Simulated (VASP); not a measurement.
# SiGeTe2S2 (P4/mmm) in VASP: notebook

SiGeTe2S2 is run at these levels: PBE; tasks: single point.

Program: VASP 6.6.1. These are calculated values, not measurements. Logs are shortened: lines on timing, memory, paths and dates and some standing lists are left out, and cuts for length are marked.

### 1 The cell of the first run

Symmetry: P4/mmm, No. 123, tetragonal system. The conventional cell has a = 4.838 Å, b = 4.838 Å, c = 7.220 Å, α = 90.00°, β = 90.00°, γ = 90.00°. Si (site symmetry 4/mmm) has 4 S at 2.42 Å within 3.2 Å. Ge (site symmetry 4/mmm) has 2 Te at 1.80 Å and 4 S at 2.42 Å within 2.5 Å. Within 2.4 Å of Te (site symmetry 4mm) lie 1 Ge at 1.80 Å. S (site symmetry mmm) has 2 Si at 2.42 Å and 2 Ge at 2.42 Å and 4 Te at 3.02 Å within 3.2 Å.

The cell was generated, and may not be a known phase.

### 2 Single point, PBE

The input, INCAR:

```
ALGO = Normal
EDIFF = 1E-7
ENCUT = 520
GGA = PE
ISIF = 2
ISMEAR = 0
LASPH = True
LCHARG = False
LREAL = False
LWAVE = False
NBANDS = 30
NELM = 100
PREC = Accurate
SIGMA = 0.1
```

The input, KPOINTS:

```
k-points
0
Gamma
  4 4 4
```

The input, POSCAR:

```
SiGeTe2S2
1.0
    4.8376096600      0.0000000000      0.0000000000
    0.0000000000      4.8376096600      0.0000000000
    0.0000000000      0.0000000000      7.2203855200
Si Ge Te S
1 1 2 2
Direct
    0.5000000000      0.5000000000      0.5000000000
    0.0000000000      0.0000000000      0.5000000000
    0.0000000000      0.0000000000      0.7497831200
    0.0000000000      0.0000000000      0.2502168800
    0.0000000000      0.5000000000      0.5000000000
    0.5000000000      0.0000000000      0.5000000000
```

Potentials or basis: VASP PAW PBE potentials, release 64 (Si, Ge_d, Te, S).

On the command line:

```bash
$ cat potpaw_PBE.64/Si/POTCAR potpaw_PBE.64/Ge_d/POTCAR potpaw_PBE.64/Te/POTCAR potpaw_PBE.64/S/POTCAR > POTCAR
$ mpirun -np 1 vasp_std > vasp.out
```

OUTCAR:

```text
EDIFF = 1E-7
   ENCUT = 520
   GGA = PE
   ISIF = 2
   ISMEAR = 0
   LASPH = True
   LREAL = False
   NELM = 100
   PREC = Accurate

 ion  position               nearest neighbor table
   1  0.500  0.500  0.500-   5 2.42   6 2.42   6 2.42   5 2.42
   2  0.000  0.000  0.500-   3 1.80   4 1.80   5 2.42   6 2.42   5 2.42   6 2.42
   3  0.000  0.000  0.750-   2 1.80   5 3.02   6 3.02   5 3.02   6 3.02   4 3.61   4 3.61
   4  0.000  0.000  0.250-   2 1.80   5 3.02   6 3.02   5 3.02   6 3.02   3 3.61   3 3.61
   5  0.000  0.500  0.500-   1 2.42   2 2.42   2 2.42   1 2.42   3 3.02   3 3.02   4 3.02   4 3.02

   6  0.500  0.000  0.500-   1 2.42   2 2.42   1 2.42   2 2.42   3 3.02   4 3.02   3 3.02   4 3.02

  LATTYP: Found a simple tetragonal cell.
 ALAT       =     4.8376096600
 C/A-ratio  =     1.4925523197

  Lattice vectors:

 A1 = (   4.8376096600,   0.0000000000,   0.0000000000)
 A2 = (   0.0000000000,   4.8376096600,   0.0000000000)
 A3 = (   0.0000000000,   0.0000000000,   7.2203855200)

Analysis of symmetry for initial positions (statically):
=====================================================================
 Subroutine PRICEL returns:
 Original cell was already a primitive cell.

 Routine SETGRP: Setting up the symmetry group for a
 simple tetragonal supercell.

 Subroutine GETGRP returns: Found 16 space group operations
 (whereof 16 operations were pure point group operations)
 out of a pool of 16 trial point group operations.

The static configuration has the point symmetry D_4h.

Analysis of symmetry for dynamics (positions and initial velocities):
=====================================================================
 Subroutine PRICEL returns:
 Original cell was already a primitive cell.

 Routine SETGRP: Setting up the symmetry group for a
 simple tetragonal supercell.

 Subroutine GETGRP returns: Found 16 space group operations
 (whereof 16 operations were pure point group operations)
 out of a pool of 16 trial point group operations.

The dynamic configuration has the point symmetry D_4h.

 Subroutine INISYM returns: Found 16 space group operations
 (whereof 16 operations are pure point group operations),
 and found     1 'primitive' translations

[... 94 lines left out ...]
   NELM   =    100;   NELMIN=  2; NELMDL= -5     # of ELM steps
   EDIFF  = 0.1E-06   stopping-criterion for ELM
   LREAL  =      F    real-space projection
   EDIFFG = 0.1E-05   stopping-criterion for IOM
   NSW    =      0    number of steps for IOM
   IBRION =     -1    ionic relax: 0-MD 1-quasi-New 2-CG
   NFREE  =      0    steps in history (QN), initial steepest desc. (CG)
   ISIF   =      2    stress and relaxation
   ISYM   =      2    0-nonsym 1-usesym 2-fastsym
   POTIM  = 0.5000    time-step for ionic-motion
   TEBEG  =    0.0;   TEEND  =   0.0 temperature during run
   PSTRESS=    0.0 pullay stress
   NELECT =      42.0000    total number of electrons
   NUPDOWN=      -1.0000    fix difference up-down
   EMIN   =  10.00;   EMAX   =-10.00  energy-range for DOS
   EFERMI =   0.00;   METHOD = LEGACY
   ISMEAR =     0;   SIGMA  =   0.10  broadening in eV -4-tet -1-fermi 0-gaus
   EFERMI_NEDOS =   21; number of points for ismear=-14 and -15
   IALGO  =     38    algorithm
   IMIX   =      4    mixing-type and parameters
     AMIX     =   0.40;   BMIX     =  1.00
     AMIX_MAG =   1.60;   BMIX_MAG =  1.00
  volume/ion in A,a.u.               =      28.16       190.05
  Fermi-wavevector in a.u.,A,eV,Ry     =   1.029320  1.945134 14.415379  1.059501
  Thomas-Fermi vector in A             =   2.163362
   LORBIT       =      0    0 simple, 1 ext, 2 COOP (PROOUT), +10 PAW based schemes
   GGA     = PE    functional components
   LHFCALC =     F    Hartree Fock is set to
   AEXX    =    0.0000 exact exchange contribution
   IVDW    =     0    specifies the selected vdW correction
   LEPSILON=     F    determine dielectric tensor
   LRPA    =     F    only Hartree local field effects (RPA)
 non-spin polarized calculation
 Gauss-broadening in eV      SIGMA  =   0.10
  energy-cutoff  :      520.00
  volume of cell :      168.97
 maximum number of plane-waves:      4624
 NGX is ok and might be reduce to    36
   NGX = 17   NGY = 17   NGZ = 27

 number of electron      41.9999969 magnetization

 Free energy of the ion-electron system (eV)
  ---------------------------------------------------
  ext. energy  EPLUGINS =         0.00000000
  ---------------------------------------------------
  free energy    TOTEN  =        -4.35981545 eV

  energy without entropy =       -4.32156668  energy(sigma->0) =       -4.34069107

 E-fermi :   4.2353     XC(G=0):  -8.1992

 val. band max:        4.2292037427   @ k =   0.5000   0.2500   0.0000
 cond. band min:       4.2941149749   @ k =   0.5000   0.2500   0.5000
 fundamental gap:      0.0649112322
 Fermi energy:         4.2353124737

 k-point     1 :       0.0000    0.0000    0.0000
  band No.  band energies     occupation
      1     -23.6995      2.00000
      2     -23.0555      2.00000
      3     -23.0555      2.00000
      4     -22.5198      2.00000
      5     -22.4788      2.00000
      6     -13.0869      2.00000
[... 583 lines left out ...]
     29      10.4758      0.00000
     30      10.5177      0.00000

------------------------ aborting loop because EDIFF is reached ----------------------------------------

  FORCE on cell =-STRESS in cart. coord.  units (eV):
  Direction    XX          YY          ZZ          XY          YZ          ZX
  --------------------------------------------------------------------------------------
  -------------------------------------------------------------------------------------
  Total       14.6914635     14.6914635    130.1479827      0.0000000      0.0000000      0.0000000
  in kB      139.3008005    139.3008005   1234.0307766      0.0000000      0.0000000      0.0000000
  external PRESSURE =     504.2107925 kB  Pullay stress =       0.0000000 kB

 VOLUME and BASIS-vectors are now :
 -----------------------------------------------------------------------------
  energy-cutoff  :      520.00
  volume of cell :      168.97
      direct lattice vectors                 reciprocal lattice vectors
     4.837609660  0.000000000  0.000000000     0.206713660  0.000000000  0.000000000
     0.000000000  4.837609660  0.000000000     0.000000000  0.206713660  0.000000000
     0.000000000  0.000000000  7.220385520     0.000000000  0.000000000  0.138496760

 POSITION                                       TOTAL-FORCE (eV/Angst)
 -----------------------------------------------------------------------------------
      2.41880      2.41880      3.61019         0.000000      0.000000     -0.000000
      0.00000      0.00000      3.61019         0.000000      0.000000     -0.000000
      0.00000      0.00000      5.41372         0.000000      0.000000     35.537292
      0.00000      0.00000      1.80666         0.000000     -0.000000    -35.537292
      0.00000      2.41880      3.61019         0.000000      0.000000     -0.000000
      2.41880      0.00000      3.61019         0.000000      0.000000     -0.000000
 -----------------------------------------------------------------------------------
    total drift:                               -0.000000     -0.000000      0.000000

  FREE ENERGIE OF THE ION-ELECTRON SYSTEM (eV)
  ---------------------------------------------------
  free  energy   TOTEN  =        -4.3598154550 eV

  energy  without entropy=       -4.3215666774  energy(sigma->0) =       -4.34069107
```

OSZICAR:

```text
N       E                     dE             d eps       ncg     rms          rms(c)
DAV:   1     0.371661221931E+03    0.37166E+03   -0.18037E+04  1344   0.184E+03
DAV:   2     0.452400551297E+02   -0.32642E+03   -0.31325E+03  1296   0.539E+02
DAV:   3    -0.270135133415E+01   -0.47941E+02   -0.47041E+02  1344   0.126E+02
DAV:   4    -0.542041305207E+01   -0.27191E+01   -0.27099E+01  1290   0.364E+01
DAV:   5    -0.553041986835E+01   -0.11001E+00   -0.10999E+00  1580   0.659E+00    0.299E+01
DAV:   6    -0.455898358197E+01    0.97144E+00   -0.19163E+00  1420   0.847E+00    0.170E+01
DAV:   7    -0.437785715716E+01    0.18113E+00   -0.63801E-01  1236   0.344E+00    0.330E+00
DAV:   8    -0.436339393801E+01    0.14463E-01   -0.20211E-01  1324   0.156E+00    0.130E+00
DAV:   9    -0.436029162670E+01    0.31023E-02   -0.34624E-02  1398   0.620E-01    0.840E-01
DAV:  10    -0.436039962788E+01   -0.10800E-03   -0.11998E-02  1260   0.416E-01    0.194E-01
DAV:  11    -0.435975182513E+01    0.64780E-03   -0.36646E-03  1304   0.189E-01    0.981E-02
DAV:  12    -0.435979617135E+01   -0.44346E-04   -0.36744E-04  1254   0.738E-02    0.285E-02
DAV:  13    -0.435980368623E+01   -0.75149E-05   -0.19140E-05  1418   0.419E-02    0.154E-02
DAV:  14    -0.435981212699E+01   -0.84408E-05   -0.71399E-06  1354   0.117E-02    0.913E-03
DAV:  15    -0.435981511680E+01   -0.29898E-05   -0.23376E-06  1168   0.581E-03    0.370E-03
DAV:  16    -0.435981547836E+01   -0.36155E-06   -0.80587E-07  1104   0.414E-03    0.393E-03
DAV:  17    -0.435981545496E+01    0.23398E-07   -0.20268E-08   954   0.776E-04
   1 F= -.43598155E+01 E0= -.43406911E+01  d E =-.382488E-01
```

Run time: 82 s. Hardware: 1 thread of Intel Xeon Platinum 8488C (Sapphire Rapids), shared host; peak memory 0.3 GiB.

What came out:

* Free energy: -4.3598 eV
* Pressure: 50.4 GPa
* Largest force: 35.537 eV/Å
* Band gap on the k mesh: zero (bands 21 and 22 overlap by 1.14 eV)

Forces in eV/Å, atoms in the order of the input:
```
Si    0.000   0.000   0.000
Ge    0.000   0.000   0.000
Te    0.000   0.000  35.537
Te    0.000   0.000 -35.537
S     0.000   0.000   0.000
S     0.000   0.000   0.000
```

Stress tensor (GPa, compression positive):
```
 13.93   0.00   0.00
  0.00  13.93   0.00
  0.00   0.00 123.40
```

Caveat: atoms lie so close that the PAW spheres overlap strongly, which falsifies energies and pressures; the stress differs along the axes, from 14 to 123 GPa; spin-orbit coupling is left out, which moves the levels of the heavy elements; this functional lacks dispersion, which binds layers or chains, so the pressure and a relaxed spacing across them are unreliable; forces of over 1 eV/Å act on the atoms, so gaps and moduli don't describe the material at rest.

### 3 Single point, PBE

This run uses another cell than the first one, of 36.18 Å³/atom.

The input, INCAR:

```
  ALGO = Normal
  EDIFF = 1E-6
  ENCUT = 520
  GGA = PE
  ISIF = 2
  ISMEAR = 0
  LASPH = True
  LCHARG = True
  LELF = True
  LREAL = False
  LVHAR = True
  LWAVE = False
  NBANDS = 30
  NELM = 80
  PREC = Accurate
  SIGMA = 0.1
```

KPOINTS is that of step 2.

The input, POSCAR:

```
SiGeTe2S2
1.0
    5.0027864234      0.0000000000      0.0000000000
    0.0000000000      5.0027864234      0.0000000000
    0.0000000000      0.0000000000      8.6734377638
Si Ge Te S
1 1 2 2
Direct
    0.5000000000      0.5000000000      0.5000000000
    0.0000000000      0.0000000000      0.5000000000
    0.0000000000      0.0000000000      0.8464718247
    0.0000000000      0.0000000000      0.1535281753
    0.0000000000      0.5000000000      0.5000000000
    0.5000000000      0.0000000000      0.5000000000
```

Potentials or basis: VASP PAW PBE potentials, release 64 (Si, Ge_d, Te, S).

On the command line:

```bash
$ cat potpaw_PBE.64/Si/POTCAR potpaw_PBE.64/Ge_d/POTCAR potpaw_PBE.64/Te/POTCAR potpaw_PBE.64/S/POTCAR > POTCAR
$ mpirun -np 1 vasp_std > vasp.out
```

It took 2.2 min on 1 thread of Intel Xeon Platinum 8488C (Sapphire Rapids), shared host; peak memory 0.4 GiB.

It converged, with:

- Free energy: -22.0488 eV
- Pressure: 0.0 GPa
- Largest force: 0.038 eV/Å
- Band gap on the k mesh: zero (bands 21 and 22 overlap by 0.31 eV)

Forces in eV/Å, atoms in the order of the input:
```
Si   0.000  0.000  0.000
Ge   0.000  0.000  0.000
Te   0.000  0.000 -0.038
Te   0.000  0.000  0.038
S    0.000  0.000  0.000
S    0.000  0.000  0.000
```

Levels at points of the mesh, in eV from the Fermi level:
```csv
k point,band 17,band 18,band 19,band 20,band 21,band 22,band 23,band 24,band 25,band 26
"(0.00, 0.00, 0.00)",-2.36,-1.64,-1.47,-1.47,0.01,0.01,0.23,2.49,3.65,4.01
"(0.50, 0.00, 0.00)",-2.28,-1.40,-0.47,-0.39,0.03,0.12,0.16,1.34,3.03,3.10
"(0.50, 0.50, 0.00)",-2.07,-1.74,-0.98,-0.10,0.13,0.13,1.54,1.65,1.67,1.67
"(0.00, 0.00, 0.50)",-2.22,-1.64,-1.60,-1.60,0.25,0.25,1.83,2.65,3.60,4.02
"(0.50, 0.00, 0.50)",-1.64,-1.51,-0.72,-0.68,-0.34,0.33,1.33,2.45,2.81,3.26
"(0.50, 0.50, 0.50)",-1.45,-1.45,-0.51,-0.51,-0.11,0.83,1.65,1.67,1.67,2.04
```

Caveat: semilocal functionals underestimate gaps, and a narrow one can read as zero; spin-orbit coupling is left out, which moves the levels of the heavy elements.

### 4 Single point, PBE

This run uses another cell than the first one, of 35.48 Å³/atom.

The input, INCAR:

```
SYSTEM = SiGeTe2S2
PREC = Accurate
ENCUT = 520
EDIFF = 1E-6
ISMEAR = 0
SIGMA = 0.1
LREAL = .FALSE.
LASPH = .TRUE.
NELM = 60
ALGO = Normal
ISIF = 2
LWAVE = .FALSE.
LCHARG = .FALSE.
GGA = PE
NBANDS = 30
```

The input, KPOINTS:

```
Automatic mesh
0
G
  8 8 6
  0 0 0
```

The input, POSCAR:

```
SiGeTe2S2
1.0
    4.9602104377      0.0000000000      0.0000000000
    0.0000000000      4.9602104377      0.0000000000
    0.0000000000      0.0000000000      8.6514388371
Si Ge Te S
1 1 2 2
Direct
    0.5000000000      0.5000000000      0.5000000000
    0.0000000000      0.0000000000      0.5000000000
    0.0000000000      0.0000000000      0.8448949991
    0.0000000000      0.0000000000      0.1551050009
    0.0000000000      0.5000000000      0.5000000000
    0.5000000000      0.0000000000      0.5000000000
```

On the command line:

```bash
$ cat potpaw_PBE.64/Si/POTCAR potpaw_PBE.64/Ge_d/POTCAR potpaw_PBE.64/Te/POTCAR potpaw_PBE.64/S/POTCAR > POTCAR
$ mpirun -np 1 vasp_std > vasp.out
```

It took 5.6 min on 1 thread of Intel Xeon Platinum 8488C (Sapphire Rapids), shared host; peak memory 0.57 GiB.

Results (log left out):

```yaml
Free_energy: -22.0662 eV
Pressure: 0.0 GPa
Largest_force: 0.003 eV/Å
Band_gap_on_the_k_mesh: zero (bands 21 and 22 overlap by 0.34 eV)
```

Forces on the atoms (eV/Å):
```
Si   0.000  0.000  0.000
Ge   0.000  0.000  0.000
Te   0.000  0.000 -0.003
Te   0.000  0.000  0.003
S    0.000  0.000  0.000
S    0.000  0.000  0.000
```

Levels at points of the mesh, in eV from the Fermi level:
| k point | band 18 | band 19 | band 20 | band 21 | band 22 | band 23 | band 24 | band 25 |
| --- | --- | --- | --- | --- | --- | --- | --- | --- |
| (0.00, 0.00, 0.00) | -1.87 | -1.42 | -1.42 | -0.01 | -0.01 | 0.10 | 2.40 | 3.63 |
| (0.50, 0.00, 0.00) | -1.34 | -0.66 | -0.55 | -0.01 | 0.03 | 0.11 | 1.20 | 2.94 |
| (0.50, 0.50, 0.00) | -2.01 | -1.13 | -0.29 | 0.09 | 0.09 | 1.48 | 1.48 | 1.48 |
| (0.00, 0.00, 0.50) | -1.87 | -1.55 | -1.55 | 0.25 | 0.25 | 1.73 | 2.56 | 3.58 |
| (0.50, 0.00, 0.50) | -1.46 | -0.87 | -0.84 | -0.47 | 0.33 | 1.19 | 2.34 | 2.78 |
| (0.50, 0.50, 0.50) | -1.50 | -0.55 | -0.55 | -0.31 | 0.72 | 1.48 | 1.48 | 1.56 |

Caveat: semilocal functionals underestimate gaps, and a narrow one can read as zero; spin-orbit coupling is left out, which moves the levels of the heavy elements.

### 5 The runs side by side

```csv
cell,k mesh,gap on the mesh (eV),pressure (GPa),largest force (eV/Å)
"a = 4.838, b = 4.838, c = 7.220 Å, 6 atoms, atomic positions A",4 × 4 × 4,none,50.4,35.54
"a = 5.003, b = 5.003, c = 8.673 Å, 6 atoms, atomic positions B",4 × 4 × 4,none,0.0,0.04
"a = 4.960, b = 4.960, c = 8.651 Å, 6 atoms, atomic positions C",8 × 8 × 6,none,0.0,-
```

Alike in all rows: task single point; level PBE; potentials or basis VASP PAW PBE potentials, release 64 (Si, Ge_d, Te, S); no spin polarisation; cutoff (eV) 520; smearing gaussian 0.1 eV.

Caveats: spin-orbit coupling is left out, which moves the levels of the heavy elements; semilocal functionals underestimate gaps, and a narrow one can read as zero (at least some runs); atoms lie so close that the PAW spheres overlap strongly, which falsifies energies and pressures (at least some runs); the stress differs along the axes, from 14 to 123 GPa (at least some runs); this functional lacks dispersion, which binds layers or chains, so the pressure and a relaxed spacing across them are unreliable (at least some runs); forces of over 1 eV/Å act on the atoms, so gaps and moduli don't describe the material at rest (at least some runs).

Total energies depend on the potentials used, so only differences within one code and one set of settings carry meaning.

The gap in the log of VASP goes by the Fermi energy; the results here count the filled bands.